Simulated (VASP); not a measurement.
# Hg (P6_3/mmc) in VASP: notebook

The runs below take Hg through single point, with PBEsol.

Everything below comes from runs of VASP 6.6.1. Logs are shortened: lines on timing, memory, paths and dates and some standing lists are left out, and cuts for length are marked.

## (1) The cell of the first run

It takes space group P6_3/mmc (No. 194, hexagonal). The conventional cell has a = 3.017 Å, b = 3.017 Å, c = 5.075 Å, α = 90.00°, β = 90.00°, γ = 120.00°. Within 4.0 Å of Hg (site symmetry -6m2) lie 12 Hg at 3.02 to 3.08 Å.

## (2) Single point, PBEsol

The input, INCAR:

```
SYSTEM = Hg
  PREC = Accurate
  ENCUT = 520
  EDIFF = 1E-6
  ISMEAR = -1
  SIGMA = 0.05
  LREAL = .False.
  LASPH = .True.
  NELM = 80
  ALGO = Normal
  ISIF = 2
  LWAVE = .False.
  LCHARG = .False.
  GGA = PS
  NBANDS = 19
```

The input, KPOINTS:

```
Automatic mesh
0
Gamma
  9 9 5
  0 0 0
```

The input, POSCAR:

```
Hg
1.0
    3.0166812733      0.0000000000      0.0000000000
   -1.5083406366      2.6125226178      0.0000000000
    0.0000000000      0.0000000000      5.0747845697
Hg
2
Direct
    0.3333333333      0.6666666667      0.2500000000
    0.6666666667      0.3333333333      0.7500000000
```

Potentials or basis: VASP PAW PBE potentials, release 64 (Hg).

The run is started by

```sh
$ cat potpaw_PBE.64/Hg/POTCAR > POTCAR
$ mpirun -np 1 vasp_std > vasp.out
```

OUTCAR:

```text
SYSTEM = Hg
   PREC = Accurate
   ENCUT = 520
   EDIFF = 1E-6
   ISMEAR = -1
   LREAL = .False.
   LASPH = .True.
   NELM = 80
   ISIF = 2
   GGA = PS

 ion  position               nearest neighbor table
   1  0.333  0.667  0.250-   2 3.08   2 3.08   2 3.08   2 3.08   2 3.08   2 3.08
   2  0.667  0.333  0.750-   1 3.08   1 3.08   1 3.08   1 3.08   1 3.08   1 3.08

  LATTYP: Found a hexagonal cell.
 ALAT       =     3.0166812733
 C/A-ratio  =     1.6822408833

  Lattice vectors:

 A1 = (   3.0166812733,   0.0000000000,   0.0000000000)
 A2 = (  -1.5083406366,   2.6125226178,   0.0000000000)
 A3 = (   0.0000000000,   0.0000000000,   5.0747845697)

Analysis of symmetry for initial positions (statically):
=====================================================================
 Subroutine PRICEL returns:
 Original cell was already a primitive cell.

 Routine SETGRP: Setting up the symmetry group for a
 hexagonal supercell.

 Subroutine GETGRP returns: Found 24 space group operations
 (whereof 12 operations were pure point group operations)
 out of a pool of 24 trial point group operations.

The static configuration has the point symmetry D_3d.
 The point group associated with its full space group is D_6h.

Analysis of symmetry for dynamics (positions and initial velocities):
=====================================================================
 Subroutine PRICEL returns:
 Original cell was already a primitive cell.

 Routine SETGRP: Setting up the symmetry group for a
 hexagonal supercell.

 Subroutine GETGRP returns: Found 24 space group operations
 (whereof 12 operations were pure point group operations)
 out of a pool of 24 trial point group operations.

The dynamic configuration has the point symmetry D_3d.
 The point group associated with its full space group is D_6h.

 Subroutine INISYM returns: Found 24 space group operations
 (whereof 12 operations are pure point group operations),
 and found     1 'primitive' translations

----------------------------------------------------------------------------------------

                                     Primitive cell

  volume of cell :      39.9951

  direct lattice vectors                    reciprocal lattice vectors
     3.016681273  0.000000000  0.000000000     0.331490108  0.191385903  0.000000000
    -1.508340637  2.612522618  0.000000000     0.000000000  0.382771806  0.000000000
     0.000000000  0.000000000  5.074784570     0.000000000  0.000000000  0.197052700

  length of vectors
     3.016681273  3.016681273  5.074784570     0.382771806  0.382771806  0.197052700

  position of ions in fractional coordinates (direct lattice)
     0.333333333  0.666666667  0.250000000
     0.666666667  0.333333333  0.750000000

  ion indices of the primitive-cell ions
   primitive index   ion index
                 1           1
                 2           2

----------------------------------------------------------------------------------------

 KPOINTS: Automatic mesh

Automatic generation of k-mesh.
 Grid dimensions read from file:
 generate k-points for:    9    9    5

 Generating k-lattice:

  Cartesian coordinates                     Fractional coordinates (reciprocal lattice)
     0.036832234  0.021265100  0.000000000     0.111111111 -0.000000000  0.000000000
     0.000000000  0.042530201  0.000000000     0.000000000  0.111111111  0.000000000
     0.000000000  0.000000000  0.039410540     0.000000000  0.000000000  0.200000000

  Length of vectors
     0.042530201  0.042530201  0.039410540

  Shift w.r.t. Gamma in fractional coordinates (k-lattice)
     0.000000000  0.000000000  0.000000000

 Subroutine IBZKPT returns following result:
 ===========================================

 Found     36 irreducible k-points:

 Following reciprocal coordinates:
            Coordinates               Weight
  0.000000  0.000000  0.000000      1.000000
  0.111111 -0.000000  0.000000      6.000000
  0.222222  0.000000  0.000000      6.000000
  0.333333 -0.000000  0.000000      6.000000
  0.444444  0.000000  0.000000      6.000000
  0.111111  0.111111  0.000000      6.000000
[... 16 lines left out ...]
  0.333333  0.222222  0.200000     24.000000
  0.333333  0.333333  0.200000      4.000000
 [... further k-points ...]
   k-points           NKPTS =     36   k-points in BZ     NKDIM =     36   number of bands    NBANDS=     19
   number of dos      NEDOS =    301   number of ions     NIONS =      2
   total plane-waves  NPLWV =  23040
   dimension x,y,z NGX =    24 NGY =   24 NGZ =   40
   dimension x,y,z NGXF=    48 NGYF=   48 NGZF=   80
   ions per type =               2
   NGX,Y,Z   is equivalent  to a cutoff of  13.23, 13.23, 13.10 a.u.
   NGXF,Y,Z  is equivalent  to a cutoff of  26.45, 26.45, 26.21 a.u.
 SYSTEM =  Hg
   PREC   = accura    normal or accurate (medium, high low for compatibility)
   ISTART =      0    job   : 0-new  1-cont  2-samecut
   ICHARG =      2    charge: 1-file 2-atom 10-const
   ISPIN  =      1    spin polarized calculation?
   LNONCOLLINEAR =      F non collinear calculations
   LSORBIT =      F    spin-orbit coupling
   LASPH  =      T    aspherical Exc in radial PAW
   ENCUT  =  520.0 eV  38.22 Ry    6.18 a.u.   5.61  5.61  9.44*2*pi/ulx,y,z
   NELM   =     80;   NELMIN=  2; NELMDL= -5     # of ELM steps
   EDIFF  = 0.1E-05   stopping-criterion for ELM
   LREAL  =      F    real-space projection
   EDIFFG = 0.1E-04   stopping-criterion for IOM
   NSW    =      0    number of steps for IOM
   IBRION =     -1    ionic relax: 0-MD 1-quasi-New 2-CG
   NFREE  =      0    steps in history (QN), initial steepest desc. (CG)
   ISIF   =      2    stress and relaxation
   ISYM   =      2    0-nonsym 1-usesym 2-fastsym
   POTIM  = 0.5000    time-step for ionic-motion
   TEBEG  =    0.0;   TEEND  =   0.0 temperature during run
   PSTRESS=    0.0 pullay stress
   NELECT =      24.0000    total number of electrons
   NUPDOWN=      -1.0000    fix difference up-down
   EMIN   =  10.00;   EMAX   =-10.00  energy-range for DOS
   EFERMI =   0.00;   METHOD = LEGACY
   ISMEAR =    -1;   SIGMA  =   0.05  broadening in eV -4-tet -1-fermi 0-gaus
   EFERMI_NEDOS =   21; number of points for ismear=-14 and -15
   IALGO  =     38    algorithm
   IMIX   =      4    mixing-type and parameters
     AMIX     =   0.40;   BMIX     =  1.00
     AMIX_MAG =   1.60;   BMIX_MAG =  1.00
  volume/ion in A,a.u.               =      20.00       134.95
  Fermi-wavevector in a.u.,A,eV,Ry     =   1.380838  2.609406 25.942431  1.906715
  Thomas-Fermi vector in A             =   2.505678
   LORBIT       =      0    0 simple, 1 ext, 2 COOP (PROOUT), +10 PAW based schemes
   GGA     = PS    functional components
   LHFCALC =     F    Hartree Fock is set to
   AEXX    =    0.0000 exact exchange contribution
   IVDW    =     0    specifies the selected vdW correction
   LEPSILON=     F    determine dielectric tensor
   LRPA    =     F    only Hartree local field effects (RPA)
 non-spin polarized calculation
  energy-cutoff  :      520.00
  volume of cell :       40.00
 maximum number of plane-waves:      1099
 NGX is ok and might be reduce to    24
   NGX = 11   NGY = 11   NGZ = 19

 number of electron      24.0000007 magnetization

 Free energy of the ion-electron system (eV)
  ---------------------------------------------------
  ext. energy  EPLUGINS =         0.00000000
  ---------------------------------------------------
  free energy    TOTEN  =        -0.89062384 eV

  energy without entropy =       -0.88358624  energy(sigma->0) =       -0.88710504

 E-fermi :   4.0924     XC(G=0): -11.9824

 val. band max:        4.0873769154   @ k =   0.3333   0.3333   0.4000
 cond. band min:       4.2591319109   @ k =   0.4444   0.0000   0.2000
 fundamental gap:      0.1717549956
 Fermi energy:         4.0923870795

 k-point     1 :       0.0000    0.0000    0.0000
  band No.  band energies     occupation
      1      -6.5723      2.00000
      2      -5.1140      2.00000
      3      -3.7034      2.00000
      4      -3.5196      2.00000
      5      -3.5196      2.00000
      6      -3.3449      2.00000
[... 11 lines left out ...]
     18      19.4571      0.00000
     19      21.2673      0.00000

 k-point     2 :       0.1111   -0.0000    0.0000
  band No.  band energies     occupation
      1      -6.2430      2.00000
      2      -4.9013      2.00000
      3      -3.7681      2.00000
      4      -3.4640      2.00000
      5      -3.3787      2.00000
      6      -3.3499      2.00000
[... 11 lines left out ...]
     18      20.2699      0.00000
     19      20.5896      0.00000

 k-point     3 :       0.2222    0.0000    0.0000
  band No.  band energies     occupation
      1      -5.4005      2.00000
      2      -4.5705      2.00000
      3      -3.7523      2.00000
      4      -3.5766      2.00000
      5      -3.5435      2.00000
      6      -3.1783      2.00000
[... 11 lines left out ...]
     18      17.9503      0.00000
     19      19.3911      0.00000

 k-point     4 :       0.3333   -0.0000    0.0000
  band No.  band energies     occupation
      1      -4.7916      2.00000
      2      -4.6777      2.00000
      3      -4.1279      2.00000
      4      -3.3945      2.00000
      5      -3.3638      2.00000
      6      -3.1281      2.00000
[... 11 lines left out ...]
     18      18.0179      0.00000
     19      18.1580      0.00000

 k-point     5 :       0.4444    0.0000    0.0000
  band No.  band energies     occupation
      1      -4.8738      2.00000
      2      -4.7075      2.00000
      3      -4.4362      2.00000
      4      -3.4746      2.00000
      5      -3.2679      2.00000
      6      -3.1672      2.00000
[... 11 lines left out ...]
     18      17.4334      0.00000
     19      18.0268      0.00000
[... 334 lines left out ...]
      2      -4.6523      2.00000
      3      -4.1269      2.00000
      4      -3.8228      2.00000
      5      -3.5239      2.00000
      6      -2.8799      2.00000
[... 11 lines left out ...]
     18      14.5903      0.00000
     19      18.0480      0.00000

 k-point    22 :       0.2222    0.2222    0.2000
  band No.  band energies     occupation
      1      -4.3143      2.00000
      2      -4.3078      2.00000
      3      -4.0137      2.00000
      4      -3.8794      2.00000
      5      -3.3599      2.00000
      6      -3.2481      2.00000
[... 11 lines left out ...]
     18      16.2635      0.00000
     19      17.2633      0.00000

 k-point    23 :       0.3333    0.2222    0.2000
  band No.  band energies     occupation
      1      -4.4696      2.00000
      2      -4.2125      2.00000
      3      -3.9874      2.00000
      4      -3.8233      2.00000
      5      -3.5632      2.00000
      6      -3.0213      2.00000
[... 11 lines left out ...]
     18      14.1194      0.00000
     19      16.4990      0.00000

 k-point    24 :       0.3333    0.3333    0.2000
  band No.  band energies     occupation
      1      -4.2817      2.00000
      2      -4.0784      2.00000
      3      -4.0784      2.00000
      4      -3.5659      2.00000
      5      -3.4210      2.00000
      6      -3.4210      2.00000
[... 11 lines left out ...]
     18      13.2160      0.00000
     19      15.1690      0.00000

 [... further k-points ...]

------------------------ aborting loop because EDIFF is reached ----------------------------------------

  FORCE on cell =-STRESS in cart. coord.  units (eV):
  Direction    XX          YY          ZZ          XY          YZ          ZX
  --------------------------------------------------------------------------------------
  -------------------------------------------------------------------------------------
  Total        2.7179287      2.7179287      2.6895905      0.0000000     -0.0000000      0.0000000
  in kB      108.8783536    108.8783536    107.7431457      0.0000000     -0.0000000      0.0000000
  external PRESSURE =     108.4999510 kB  Pullay stress =       0.0000000 kB

 VOLUME and BASIS-vectors are now :
 -----------------------------------------------------------------------------
  energy-cutoff  :      520.00
  volume of cell :       40.00
      direct lattice vectors                 reciprocal lattice vectors
     3.016681273  0.000000000  0.000000000     0.331490108  0.191385903  0.000000000
    -1.508340637  2.612522618  0.000000000     0.000000000  0.382771806  0.000000000
     0.000000000  0.000000000  5.074784570     0.000000000  0.000000000  0.197052700

 POSITION                                       TOTAL-FORCE (eV/Angst)
 -----------------------------------------------------------------------------------
     -0.00000      1.74168      1.26870         0.000000      0.000000      0.000000
      1.50834      0.87084      3.80609        -0.000000      0.000000      0.000000
 -----------------------------------------------------------------------------------
    total drift:                               -0.000000      0.000000     -0.000000

  FREE ENERGIE OF THE ION-ELECTRON SYSTEM (eV)
  ---------------------------------------------------
  free  energy   TOTEN  =        -0.8906238370 eV

  energy  without entropy=       -0.8835862445  energy(sigma->0) =       -0.88710504
```

Wall time 13 s (1 thread of AMD EPYC 9R45 (Zen 5), shared host); peak memory 0.14 GiB.

Results:

```
Free energy            : -0.8906 eV
Pressure               : 10.8 GPa
Band gap on the k mesh : zero (bands 12 and 13 overlap by 1.95 eV)
```

Caveat: the cell stands under pressure; the PAW data sets were made with another functional, which shifts forces and pressure a little; spin-orbit coupling is left out, which moves the levels of the heavy elements.

## (3) Single point, PBEsol

This run uses another cell than the first one, of 21.22 Å³/atom.

The input, INCAR:

```
PREC = Accurate ; ENCUT = 520
EDIFF = 1E-7 ; ISMEAR = -1
SIGMA = 0.05 ; LREAL = False
LASPH = True ; NELM = 100
ALGO = Fast ; ISIF = 2
LWAVE = False ; LCHARG = True
GGA = PS ; LELF = True
LVHAR = True ; NBANDS = 19
```

The input, KPOINTS:

```
Automatic mesh
0
Gamma
  9 9 5
```

The input, POSCAR:

```
Hg
1.0
    3.0823819626      0.0000000000      0.0000000000
   -1.5411909813      2.6694210838      0.0000000000
    0.0000000000      0.0000000000      5.1580959617
Hg
2
Direct
    0.3333333333      0.6666666667      0.2500000000
    0.6666666667      0.3333333333      0.7500000000
```

Potentials or basis: VASP PAW PBE potentials, release 64 (Hg).

The run is started by

```sh
$ cat potpaw_PBE.64/Hg/POTCAR > POTCAR
$ mpirun -np 1 vasp_std > vasp.out
```

Run time: 15 s. Hardware: 1 thread of AMD EPYC 9R45 (Zen 5), shared host; peak memory 0.14 GiB.

It converged, with:

```yaml
Free_energy: -1.0146 eV
Pressure: 5.6 GPa
Band_gap_on_the_k_mesh: zero (bands 12 and 13 overlap by 1.86 eV)
```

Levels at points of the mesh, in eV from the Fermi level:
```csv
k point,band 9,band 10,band 11,band 12,band 13,band 14,band 15,band 16
"(0.00, 0.00, 0.00)",-6.70,-5.94,-5.94,-2.21,-1.57,13.49,13.97,13.97
```

Caveat: the cell stands under pressure; the PAW data sets were made with another functional, which shifts forces and pressure a little; spin-orbit coupling is left out, which moves the levels of the heavy elements.

## (4) Single point, PBEsol

This run uses another cell than the first one, of 22.36 Å³/atom.

The input, INCAR:

```
SYSTEM = Hg
PREC     = Accurate       ! precision mode
ENCUT    = 520            ! plane-wave cutoff, eV
EDIFF    = 1E-6           ! SCF threshold, eV
ISMEAR   = -1             ! smearing method
SIGMA    = 0.05           ! smearing width, eV
LREAL    = .FALSE.        ! projectors in reciprocal space
LASPH    = .TRUE.         ! aspherical terms in the spheres
NELM     = 80             ! most SCF steps
ALGO     = Normal         ! electronic algorithm
ISIF     = 2              ! what is computed and relaxed
LWAVE    = .FALSE.        ! write WAVECAR
LCHARG   = .FALSE.        ! write CHGCAR
GGA      = PS             ! functional
NBANDS   = 19             ! bands
```

The input, KPOINTS:

```
regular mesh
0
G
  9 9 5
  0 0 0
```

The input, POSCAR:

```
Hg
1.0
    3.1456119873      0.0000000000      0.0000000000
   -1.5728059936      2.7241798915      0.0000000000
    0.0000000000      0.0000000000      5.2193594630
Hg
2
Direct
    0.3333333333      0.6666666667      0.2500000000
    0.6666666667      0.3333333333      0.7500000000
```

The run is started by

```sh
$ cat potpaw_PBE.64/Hg/POTCAR > POTCAR
$ mpirun -np 1 vasp_std > vasp.out
```

Run time: 12 s. Hardware: 1 thread of AMD EPYC 9R45 (Zen 5), shared host; peak memory 0.14 GiB.

Results (log left out):

- Free energy: -1.0731 eV
- Pressure: 2.5 GPa
- Band gap on the k mesh: zero (bands 12 and 13 overlap by 1.75 eV)

Levels at points of the mesh, in eV from the Fermi level:
```csv
k point,band 9,band 10,band 11,band 12,band 13,band 14,band 15,band 16
"(0.00, 0.00, 0.00)",-6.45,-5.74,-5.74,-1.79,-1.48,13.43,13.47,13.47
```

Caveat: the PAW data sets were made with another functional, which shifts forces and pressure a little; spin-orbit coupling is left out, which moves the levels of the heavy elements.

## (5) Single point, PBEsol

This run uses another cell than the first one, of 23.61 Å³/atom.

The input, INCAR:

```
SYSTEM = Hg
ALGO = Normal ; EDIFF = 1E-6
ENCUT = 520 ; GGA = PS
ISIF = 2 ; ISMEAR = -1
LASPH = .TRUE. ; LCHARG = .FALSE.
LREAL = .FALSE. ; LWAVE = .FALSE.
NBANDS = 19 ; NELM = 60
PREC = Accurate ; SIGMA = 0.05
```

The input, KPOINTS:

```
k-points
0
G
  9 9 5
  0 0 0
```

The input, POSCAR:

```
Hg
1.0
    3.2212996505      0.0000000000      0.0000000000
   -1.6106498252      2.7897273305      0.0000000000
    0.0000000000      0.0000000000      5.2546509431
Hg
2
Direct
    0.3333333333      0.6666666667      0.2500000000
    0.6666666667      0.3333333333      0.7500000000
```

The run is started by

```sh
$ cat potpaw_PBE.64/Hg/POTCAR > POTCAR
$ mpirun -np 1 vasp_std > vasp.out
```

Run time: 13 s. Hardware: 1 thread of AMD EPYC 9R45 (Zen 5), shared host; peak memory 0.14 GiB.

Results (log left out):

```yaml
Free_energy: -1.0942 eV
Pressure: 0.3 GPa
Band_gap_on_the_k_mesh: zero (bands 12 and 13 overlap by 1.60 eV)
```

Levels at points of the mesh, in eV from the Fermi level:
```tsv
k point	band 8	band 9	band 10	band 11	band 12	band 13	band 14	band 15	band 16	band 17
(0.00, 0.00, 0.00)	-6.25	-6.25	-5.57	-5.57	-1.36	-1.31	12.82	12.82	13.28	14.58
```

Caveat: the PAW data sets were made with another functional, which shifts forces and pressure a little; spin-orbit coupling is left out, which moves the levels of the heavy elements.

## (6) Overview

```tsv
cell	gap on the mesh (eV)	pressure (GPa)
a = 3.017, b = 3.017, c = 5.075 Å, angles 90.0, 90.0, 120.0°, 2 atoms	none	10.8
a = 3.082, b = 3.082, c = 5.158 Å, angles 90.0, 90.0, 120.0°, 2 atoms	none	5.6
a = 3.146, b = 3.146, c = 5.219 Å, angles 90.0, 90.0, 120.0°, 2 atoms	none	2.5
a = 3.221, b = 3.221, c = 5.255 Å, angles 90.0, 90.0, 120.0°, 2 atoms	none	0.3
```

Alike in all rows: task single point; level PBEsol; potentials or basis VASP PAW PBE potentials, release 64 (Hg); no spin polarisation; k mesh 9 × 9 × 5; cutoff (eV) 520; smearing fermi-dirac 0.05 eV.

Caveats: the PAW data sets were made with another functional, which shifts forces and pressure a little; spin-orbit coupling is left out, which moves the levels of the heavy elements; the cell stands under pressure (at least some runs).

Absolute energies hang on the potentials; compare differences alone.

The gap in the log of VASP goes by the Fermi energy; the results here count the filled bands.